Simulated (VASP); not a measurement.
# MnO: single point with PBE+U

Crystal: MnO.

```
Mn O
1.0
     0.00000    2.22200    2.22200
     2.22200    0.00000    2.22200
     2.22200    2.22200    0.00000
Mn O
1 1
Direct
  0.00000 0.00000 0.00000
  0.50000 0.50000 0.50000
```

```json
{"Program": "VASP 6.6.1", "Task": "single point", "Functional": "PBE", "Potentials or basis": "VASP PAW PBE potentials, release 64 (Mn_pv, O)", "Cutoff": "520 eV", "k mesh": "5 × 5 × 5", "Occupations": "gaussian, width 0.05 eV", "Spin": "collinear spin, ferromagnetic start", "Starting moments": "[0.5, 0.0] μB", "Hubbard terms": "Mn d U = 3.9 eV"}
```

The pressure is 7.8 GPa, the band gap on the k mesh is 0.39 eV, indirect (least direct gap 2.70 eV) and the net moment is 5.00 μB per cell. The site moments are Mn +4.62; O +0.16 μB and the valence electrons inside the program's atomic spheres are Mn 11.35; O 5.01.

Levels at points of the mesh, in eV from the valence-band top:
Spin up:
```
           k point  band 10  band 11  band 12  band 13  band 14  band 15
(0.00, 0.00, 0.00)    -2.62    -2.62    -2.62     0.39    14.79    16.52
```
Spin down:
| k point | band 3 | band 4 | band 5 | band 6 | band 7 | band 8 | band 9 | band 10 | band 11 | band 12 |
| --- | --- | --- | --- | --- | --- | --- | --- | --- | --- | --- |
| (0.00, 0.00, 0.00) | -44.62 | -18.80 | -2.31 | -2.31 | -2.31 | 1.76 | 3.36 | 3.36 | 3.36 | 3.95 |

Eigenvalues of the final occupation matrices:
| site | spin | trace | eigenvalues |
| --- | --- | --- | --- |
| site 1 d | 1 | 4.78 | 0.94 0.94 0.94 0.98 0.98 |
| site 1 d | 2 | 0.20 | 0.02 0.02 0.02 0.07 0.07 |

It took 18 s on 1 thread of Intel(R) Xeon(R) Platinum 8488C (Sapphire Rapids), with other jobs on the host, peak memory 0.14 GiB.

Caveat: the k points lie up to 0.49 Å⁻¹ apart; a cell with one magnetic atom can't hold antiferromagnetic order, which such compounds often take. A k mesh can miss the band edges.
